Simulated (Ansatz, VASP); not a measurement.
Br: VASP beside Ansatz

INCAR

```
PREC = Accurate
ENCUT = 520
EDIFF = 1E-6
ISMEAR = -1
SIGMA = 0.05
LREAL = F
LASPH = T
NELM = 100
ALGO = Normal
ISIF = 2
LWAVE = F
LCHARG = F
GGA = CA
NBANDS = 22
```

Contents of KPOINTS:

```
Automatic mesh
0
Gamma
  7 7 3
```

File POSCAR:

```
Br
1.0
    3.4075083649     -2.3531133733      0.0000000000
    3.4075083649      2.3531133733      0.0000000000
    0.0000000000      0.0000000000      8.8168170799
Br
4
Direct
    0.3651000000      0.6349000000      0.3901000000
    0.1349000000      0.8651000000      0.8901000000
    0.6349000000      0.3651000000      0.6099000000
    0.8651000000      0.1349000000      0.1099000000
```

input.yaml

```yaml
crystal:
  lattice:
    - [3.4075083649, -2.3531133733, 0.0]
    - [3.4075083649, 2.3531133733, 0.0]
    - [0.0, 0.0, 8.8168170799]
  atoms:
    - { symbol: Br, position: [0.3651, 0.6349, 0.3901] }
    - { symbol: Br, position: [0.1349, 0.8651, 0.8901] }
    - { symbol: Br, position: [0.6349, 0.3651, 0.6099] }
    - { symbol: Br, position: [0.8651, 0.1349, 0.1099] }
kpoints:
  mp_grid: { grid: [7, 7, 3] }
scf:
  occupations: { method: fermi_dirac, width: 0.05 }
hamiltonian:
  xc: lda
  pseudopotentials: { kind: all_electron, lapw: { basis_error: 0.002 } }
output:
  forces: true
  stress: true
  eigenvalues: true
```

Change from the starting cell: volume scaled by 1.04.

Alike in both runs: task single point; functional LDA; k mesh 7 × 7 × 3; occupations fermi-dirac, width 0.05 eV; no spin polarisation.

|  | VASP | Ansatz |
| --- | --- | --- |
| version | VASP 6.6.1 | Ansatz 0.2.0 |
| potentials or method | VASP PAW LDA potentials, release 64 (Br), cutoff 520 eV | all-electron LAPW, scalar-relativistic |

VASP gave:

```
gap on the k mesh at the Fermi level (eV)                     : 1.64
least direct gap on the mesh (eV)                             : 1.65
pressure (GPa)                                                : -2.1
traceless stress, the component that is largest in VASP (GPa) : 0.96
rms of the force components (eV/Å)                            : 0.182
```

Estimate Ansatz's values.

gap on the k mesh at the Fermi level (eV): 1.65; least direct gap on the mesh (eV): 1.66; pressure (GPa): -2.1; traceless stress, the component that is largest in VASP (GPa): 1.01; rms of the force components (eV/Å): 0.166.

LDA's correlation is that of Perdew and Zunger in VASP and of Perdew and Wang (1992) in Ansatz. Atom by atom the forces differ by 0.018 eV/Å (rms over components). Ansatz ran all-electron here, and VASP with PAW potentials.
